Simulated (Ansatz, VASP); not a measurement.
Two plane-wave programs on Al3GaAs4

```
Al Ga As
1.0
     4.05548    0.00000    0.00000
     0.00000    4.05548    0.00000
     0.00000    0.00000   11.45583
Al Ga As
3 1 4
Direct
  0.00000 0.00000 0.75024
  0.50000 0.50000 0.00000
  0.00000 0.00000 0.24976
  0.50000 0.50000 0.50000
  0.50000 0.00000 0.87511
  0.00000 0.50000 0.12489
  0.50000 0.00000 0.37413
  0.00000 0.50000 0.62587
```

Alike in both runs: functional PBE; k mesh 8 × 8 × 4; occupations gaussian, width 0.02 eV; no spin polarisation.

Ansatz relaxed the structure, and its values are those at the end. VASP's run is a single point on that final structure, the one shown.

|  | VASP | Ansatz |
| --- | --- | --- |
| version | VASP 6.6.1 | Ansatz 0.2.0 |
| potentials or method | VASP PAW PBE potentials, release 64 (Al, Ga_d, As), cutoff 520 eV | scalar-relativistic, plane waves, PAW |
| valence electrons in the cell | 42 | 82 |

VASP gave:

```
gap on the k mesh at the Fermi level (eV) : 1.27
least direct gap on the mesh (eV)         : 1.27
pressure (GPa)                            : 0.2
```

Task: Estimate Ansatz's values.

Result: gap on the k mesh at the Fermi level (eV): 1.27; least direct gap on the mesh (eV): 1.27; pressure (GPa): 0.0.

The functional is the same, so the differences come from potentials, cutoffs and numerics. VASP's potentials hold 42 valence electrons a cell and Ansatz's 82, so a difference there can come from the potentials and not from the codes.
